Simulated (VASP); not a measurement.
# ZnS (vca) (P6_3mc) in VASP: single point with PBEsol

Aim: the single point of ZnS (vca) with PBEsol.

Program: VASP 6.6.1. These are calculated values, not measurements. Logs are shortened: lines on timing, memory, paths and dates and some standing lists are left out, and cuts for length are marked.

## 1. The cell of the first run

It takes space group P6_3mc (No. 186, hexagonal). The conventional cell has a = 3.823 Å, b = 3.823 Å, c = 6.261 Å, α = 90.00°, β = 90.00°, γ = 120.00°. Within 3.1 Å of Zn (site symmetry 3m) lie 4 S at 2.34 to 2.35 Å. S (site symmetry 3m) has 4 Zn at 2.34 to 2.35 Å within 3.1 Å.

## 2. Single point, PBEsol

Contents of INCAR:

```
SYSTEM = ZnS
ALGO = Normal ; EDIFF = 1E-6
ENCUT = 500 ; GGA = PS
GGA_COMPAT = .FALSE. ; ISIF = 2
ISMEAR = 0 ; LASPH = .TRUE.
LCHARG = .TRUE. ; LELF = .TRUE.
LREAL = .FALSE. ; LVHAR = .TRUE.
LWAVE = .FALSE. ; NBANDS = 26
NELM = 120 ; PREC = Accurate
SIGMA = 0.02
```

Contents of KPOINTS:

```
k-points
0
G
  9 9 6
  0 0 0
```

Contents of POSCAR:

```
ZnS
1.0
    3.8230000000      0.0000000000      0.0000000000
   -1.9115000000      3.3108151187      0.0000000000
    0.0000000000      0.0000000000      6.2610000000
Zn S
2 2
Direct
    0.3333333333      0.6666666667      0.0001297118
    0.6666666667      0.3333333333      0.5001297118
    0.3333333333      0.6666666667      0.3748702882
    0.6666666667      0.3333333333      0.8748702882
```

Potentials or basis: VASP PAW PBE potentials, release 64 (Zn, S).

The run is started by

```sh
$ cat potpaw_PBE.64/Zn/POTCAR potpaw_PBE.64/S/POTCAR > POTCAR
$ mpirun -np 1 vasp_std > vasp.out
```

OUTCAR:

```text
SYSTEM = ZnS
   EDIFF = 1E-6
   ENCUT = 500
   GGA = PS
   ISIF = 2
   ISMEAR = 0
   LASPH = .TRUE.
   LREAL = .FALSE.
   NELM = 120
   PREC = Accurate

 ion  position               nearest neighbor table
   1  0.333  0.667  0.000-   4 2.34   4 2.34   4 2.34   3 2.35
   2  0.667  0.333  0.500-   3 2.34   3 2.34   3 2.34   4 2.35
   3  0.333  0.667  0.375-   2 2.34   2 2.34   2 2.34   1 2.35
   4  0.667  0.333  0.875-   1 2.34   1 2.34   1 2.34   2 2.35

  LATTYP: Found a hexagonal cell.
 ALAT       =     3.8230000000
 C/A-ratio  =     1.6377190688

  Lattice vectors:

 A1 = (   3.8230000000,   0.0000000000,   0.0000000000)
 A2 = (  -1.9115000000,   3.3108151187,   0.0000000000)
 A3 = (   0.0000000000,   0.0000000000,   6.2610000000)

Analysis of symmetry for initial positions (statically):
=====================================================================
 Subroutine PRICEL returns:
 Original cell was already a primitive cell.

 Routine SETGRP: Setting up the symmetry group for a
 hexagonal supercell.

 Subroutine GETGRP returns: Found 12 space group operations
 (whereof  6 operations were pure point group operations)
 out of a pool of 24 trial point group operations.

The static configuration has the point symmetry C_3v.
 The point group associated with its full space group is C_6v.

Analysis of symmetry for dynamics (positions and initial velocities):
=====================================================================
 Subroutine PRICEL returns:
 Original cell was already a primitive cell.

 Routine SETGRP: Setting up the symmetry group for a
 hexagonal supercell.

 Subroutine GETGRP returns: Found 12 space group operations
 (whereof  6 operations were pure point group operations)
 out of a pool of 24 trial point group operations.

The dynamic configuration has the point symmetry C_3v.
 The point group associated with its full space group is C_6v.

 Subroutine INISYM returns: Found 12 space group operations
 (whereof  6 operations are pure point group operations),
 and found     1 'primitive' translations

----------------------------------------------------------------------------------------

                                     Primitive cell

  volume of cell :      79.2470

  direct lattice vectors                    reciprocal lattice vectors
     3.823000000  0.000000000  0.000000000     0.261574680  0.151020212  0.000000000
    -1.911500000  3.310815119  0.000000000     0.000000000  0.302040423  0.000000000
     0.000000000  0.000000000  6.261000000     0.000000000  0.000000000  0.159718895

  length of vectors
     3.823000000  3.823000000  6.261000000     0.302040423  0.302040423  0.159718895

  position of ions in fractional coordinates (direct lattice)
     0.333333333  0.666666667  0.000129712
     0.666666667  0.333333333  0.500129712
     0.333333333  0.666666667  0.374870288
     0.666666667  0.333333333  0.874870288

  ion indices of the primitive-cell ions
   primitive index   ion index
                 1           1
                 2           2
                 3           3
                 4           4

----------------------------------------------------------------------------------------

 KPOINTS: k-points

Automatic generation of k-mesh.
 Grid dimensions read from file:
 generate k-points for:    9    9    6

 Generating k-lattice:

  Cartesian coordinates                     Fractional coordinates (reciprocal lattice)
     0.029063853  0.016780024  0.000000000     0.111111111  0.000000000  0.000000000
     0.000000000  0.033560047  0.000000000     0.000000000  0.111111111  0.000000000
     0.000000000  0.000000000  0.026619816     0.000000000  0.000000000  0.166666667

  Length of vectors
     0.033560047  0.033560047  0.026619816

  Shift w.r.t. Gamma in fractional coordinates (k-lattice)
     0.000000000  0.000000000  0.000000000

 Subroutine IBZKPT returns following result:
 ===========================================

 Found     48 irreducible k-points:

 Following reciprocal coordinates:
            Coordinates               Weight
  0.000000  0.000000  0.000000      1.000000
  0.111111 -0.000000  0.000000      6.000000
  0.222222 -0.000000  0.000000      6.000000
  0.333333 -0.000000  0.000000      6.000000
  0.444444 -0.000000  0.000000      6.000000
  0.111111  0.111111  0.000000      6.000000
[... 16 lines left out ...]
  0.333333  0.222222  0.166667     24.000000
  0.333333  0.333333  0.166667      4.000000
 [... further k-points ...]
   k-points           NKPTS =     48   k-points in BZ     NKDIM =     48   number of bands    NBANDS=     26
   number of dos      NEDOS =    301   number of ions     NIONS =      4
   total plane-waves  NPLWV =  37632
   dimension x,y,z NGX =    28 NGY =   28 NGZ =   48
   dimension x,y,z NGXF=    56 NGYF=   56 NGZF=   96
   ions per type =               2   2
   NGX,Y,Z   is equivalent  to a cutoff of  12.18, 12.18, 12.75 a.u.
   NGXF,Y,Z  is equivalent  to a cutoff of  24.35, 24.35, 25.49 a.u.
 SYSTEM =  ZnS
   PREC   = accura    normal or accurate (medium, high low for compatibility)
   ISTART =      0    job   : 0-new  1-cont  2-samecut
   ICHARG =      2    charge: 1-file 2-atom 10-const
   ISPIN  =      1    spin polarized calculation?
   LNONCOLLINEAR =      F non collinear calculations
   LSORBIT =      F    spin-orbit coupling
   LASPH  =      T    aspherical Exc in radial PAW
   ENCUT  =  500.0 eV  36.75 Ry    6.06 a.u.   6.97  6.97 11.42*2*pi/ulx,y,z
   NELM   =    120;   NELMIN=  2; NELMDL= -5     # of ELM steps
   EDIFF  = 0.1E-05   stopping-criterion for ELM
   LREAL  =      F    real-space projection
   EDIFFG = 0.1E-04   stopping-criterion for IOM
   NSW    =      0    number of steps for IOM
   IBRION =     -1    ionic relax: 0-MD 1-quasi-New 2-CG
   NFREE  =      0    steps in history (QN), initial steepest desc. (CG)
   ISIF   =      2    stress and relaxation
   ISYM   =      2    0-nonsym 1-usesym 2-fastsym
   POTIM  = 0.5000    time-step for ionic-motion
   TEBEG  =    0.0;   TEEND  =   0.0 temperature during run
   PSTRESS=    0.0 pullay stress
   NELECT =      36.0000    total number of electrons
   NUPDOWN=      -1.0000    fix difference up-down
   EMIN   =  10.00;   EMAX   =-10.00  energy-range for DOS
   EFERMI =   0.00;   METHOD = LEGACY
   ISMEAR =     0;   SIGMA  =   0.02  broadening in eV -4-tet -1-fermi 0-gaus
   EFERMI_NEDOS =   21; number of points for ismear=-14 and -15
   IALGO  =     38    algorithm
   IMIX   =      4    mixing-type and parameters
     AMIX     =   0.40;   BMIX     =  1.00
     AMIX_MAG =   1.60;   BMIX_MAG =  1.00
  volume/ion in A,a.u.               =      19.81       133.70
  Fermi-wavevector in a.u.,A,eV,Ry     =   1.258485  2.378192 21.548694  1.583784
  Thomas-Fermi vector in A             =   2.392092
   LORBIT       =      0    0 simple, 1 ext, 2 COOP (PROOUT), +10 PAW based schemes
   GGA     = PS    functional components
   LHFCALC =     F    Hartree Fock is set to
   AEXX    =    0.0000 exact exchange contribution
   IVDW    =     0    specifies the selected vdW correction
   LEPSILON=     F    determine dielectric tensor
   LRPA    =     F    only Hartree local field effects (RPA)
 non-spin polarized calculation
 Gauss-broadening in eV      SIGMA  =   0.02
  energy-cutoff  :      500.00
  volume of cell :       79.25
 maximum number of plane-waves:      2034
 NGX is ok and might be reduce to    28
   NGX = 13   NGY = 13   NGZ = 23

 number of electron      35.9999987 magnetization

 Free energy of the ion-electron system (eV)
  ---------------------------------------------------
  ext. energy  EPLUGINS =         0.00000000
  ---------------------------------------------------
  free energy    TOTEN  =       -15.15358970 eV

  energy without entropy =      -15.15358970  energy(sigma->0) =      -15.15358970

 E-fermi :   2.1086     XC(G=0):  -9.8221

 val. band max:        1.9899944202   @ k =   0.0000   0.0000   0.0000
 cond. band min:       4.0234499858   @ k =   0.0000   0.0000   0.0000
 fundamental gap:      2.0334555656
 Fermi energy:         2.1085788699

 k-point     1 :       0.0000    0.0000    0.0000
  band No.  band energies     occupation
      1     -11.1586      2.00000
      2     -10.2150      2.00000
      3      -4.3668      2.00000
      4      -4.3545      2.00000
      5      -4.3545      2.00000
      6      -4.2740      2.00000
[... 18 lines left out ...]
     25       9.6000      0.00000
     26      11.0602      0.00000

 k-point     2 :       0.1111   -0.0000    0.0000
  band No.  band energies     occupation
      1     -11.0751      2.00000
      2     -10.1684      2.00000
      3      -4.3652      2.00000
      4      -4.3460      2.00000
      5      -4.3381      2.00000
      6      -4.2655      2.00000
[... 18 lines left out ...]
     25       9.9735      0.00000
     26      10.5611      0.00000

 k-point     3 :       0.2222   -0.0000    0.0000
  band No.  band energies     occupation
      1     -10.8452      2.00000
      2     -10.0536      2.00000
      3      -4.3720      2.00000
      4      -4.3127      2.00000
      5      -4.3009      2.00000
      6      -4.2239      2.00000
[... 18 lines left out ...]
     25      10.1021      0.00000
     26      10.7970      0.00000

 k-point     4 :       0.3333   -0.0000    0.0000
  band No.  band energies     occupation
      1     -10.5355      2.00000
      2      -9.9397      2.00000
      3      -4.3612      2.00000
      4      -4.2721      2.00000
      5      -4.2683      2.00000
      6      -4.1271      2.00000
[... 18 lines left out ...]
     25      10.5315      0.00000
     26      11.5524      0.00000
[... 496 lines left out ...]
      1     -10.3467      2.00000
      2      -9.9351      2.00000
      3      -4.3090      2.00000
      4      -4.2708      2.00000
      5      -4.1951      2.00000
      6      -4.1517      2.00000
[... 18 lines left out ...]
     25      10.3516      0.00000
     26      11.3043      0.00000

 k-point    23 :       0.3333    0.2222    0.1667
  band No.  band energies     occupation
      1     -10.1265      2.00000
      2      -9.9192      2.00000
      3      -4.3182      2.00000
      4      -4.2219      2.00000
      5      -4.1388      2.00000
      6      -4.0685      2.00000
[... 18 lines left out ...]
     25      11.0931      0.00000
     26      11.8888      0.00000

 k-point    24 :       0.3333    0.3333    0.1667
  band No.  band energies     occupation
      1      -9.9821      2.00000
      2      -9.9821      2.00000
      3      -4.3206      2.00000
      4      -4.1656      2.00000
      5      -4.1656      2.00000
      6      -4.0487      2.00000
[... 18 lines left out ...]
     25      11.9171      0.00000
     26      11.9780      0.00000

 [... further k-points ...]

------------------------ aborting loop because EDIFF is reached ----------------------------------------

  FORCE on cell =-STRESS in cart. coord.  units (eV):
  Direction    XX          YY          ZZ          XY          YZ          ZX
  --------------------------------------------------------------------------------------
  -------------------------------------------------------------------------------------
  Total       -1.0291983     -1.0291983     -0.9644838      0.0000000      0.0000000      0.0000000
  in kB      -20.8078266    -20.8078266    -19.4994600      0.0000000      0.0000000      0.0000000
  external PRESSURE =     -20.3717044 kB  Pullay stress =       0.0000000 kB

 VOLUME and BASIS-vectors are now :
 -----------------------------------------------------------------------------
  energy-cutoff  :      500.00
  volume of cell :       79.25
      direct lattice vectors                 reciprocal lattice vectors
     3.823000000  0.000000000  0.000000000     0.261574680  0.151020212  0.000000000
    -1.911500000  3.310815119  0.000000000     0.000000000  0.302040423  0.000000000
     0.000000000  0.000000000  6.261000000     0.000000000  0.000000000  0.159718895

 POSITION                                       TOTAL-FORCE (eV/Angst)
 -----------------------------------------------------------------------------------
     -0.00000      2.20721      0.00081         0.000000     -0.000000      0.000367
      1.91150      1.10361      3.13131        -0.000000      0.000000      0.000367
     -0.00000      2.20721      2.34706         0.000000     -0.000000     -0.000367
      1.91150      1.10361      5.47756         0.000000      0.000000     -0.000367
 -----------------------------------------------------------------------------------
    total drift:                               -0.000000     -0.000000     -0.000684

  FREE ENERGIE OF THE ION-ELECTRON SYSTEM (eV)
  ---------------------------------------------------
  free  energy   TOTEN  =       -15.1535897044 eV

  energy  without entropy=      -15.1535897044  energy(sigma->0) =      -15.15358970
```

Run time: 63 s. Hardware: 1 thread of Intel Xeon 6975P-C, shared host; peak memory 0.23 GiB.

What came out:

```
Free energy            : -15.1536 eV
Pressure               : -2.0 GPa
Band gap on the k mesh : 2.03 eV, direct
```

Caveat: the PAW data sets were made with another functional, which shifts forces and pressure a little. As with any semilocal functional, this PBEsol gap is likely too small.
